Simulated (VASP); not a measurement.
Set up this calculation in VASP 6.6.1, as the native input.

```yaml
Task: single point
Functional: PBEsol
Potentials_or_basis: VASP PAW PBE potentials, release 64 (Pt)
Cutoff: 520 eV
k_mesh: 14 × 14 × 7
Occupations: methfessel-paxton, width 0.1 eV
Spin: no spin polarisation
Dipole_correction: no
k_mesh_for_the_DOS: 21 × 21 × 11
Occupations_for_the_DOS: tetrahedron
Further_INCAR_settings: ALGO = Normal; EDIFF = 1e-07
```

The system is Pt.

```xyz
2
Lattice="2.7607 0.0000 0.0000 -1.3803 2.3908 0.0000 0.0000 0.0000 4.7921" Properties=species:S:1:pos:R:3 pbc="T T T"
Pt    1.3803    0.7969    3.5941
Pt    0.0000    1.5939    1.1980
```

This isn't the form of Pt at room conditions, which is fcc.

These files were run (other wordings do the same):

POSCAR

```
Pt
1.0
    2.7606660000      0.0000000000      0.0000000000
   -1.3803330000      2.3908070000      0.0000000000
    0.0000000000      0.0000000000      4.7921340000
Pt
2
Direct
    0.6666666667      0.3333333333      0.7500000000
    0.3333333333      0.6666666667      0.2500000000
```

INCAR.step1

```
SYSTEM = Pt
  ALGO = Normal
  EDIFF = 1E-7
  ENCUT = 520
  GGA = PS
  ISIF = 2
  ISMEAR = 1
  LASPH = .True.
  LCHARG = .True.
  LMAXMIX = 4
  LREAL = .False.
  LWAVE = .False.
  NBANDS = 17
  NELM = 100
  PREC = Accurate
  SIGMA = 0.1
```

KPOINTS.step1

```
k-points
0
Gamma
  14 14 7
  0 0 0
```

INCAR.step2

```
SYSTEM = Pt
  ALGO = Normal
  EDIFF = 1E-7
  ENCUT = 520
  GGA = PS
  ICHARG = 11
  ISIF = 2
  ISMEAR = -5
  LASPH = .True.
  LCHARG = .False.
  LMAXMIX = 4
  LORBIT = 11
  LREAL = .False.
  LWAVE = .False.
  NEDOS = 1001
  NELM = 100
  PREC = Accurate
  SIGMA = 0.1
```

KPOINTS.step2

```
k-points
0
Gamma
  21 21 11
  0 0 0
```

Potentials or basis: VASP PAW PBE potentials, release 64 (Pt).

Run with:

```bash
$ cat potpaw_PBE.64/Pt/POTCAR > POTCAR
$ cp INCAR.step1 INCAR
$ cp KPOINTS.step1 KPOINTS
$ mpirun -np 1 vasp_std > vasp.out
$ cp INCAR.step2 INCAR
$ cp KPOINTS.step2 KPOINTS
$ mpirun -np 1 vasp_std > vasp.out
```

It gave:

```yaml
Valence_electrons_inside_the_program's_atomic_spheres: Pt 9.17
```

It took 65 s on 1 thread of Intel(R) Xeon(R) Platinum 8375C CPU @ 2.90GHz (Ice Lake), on a shared host, peak memory 0.24 GiB.
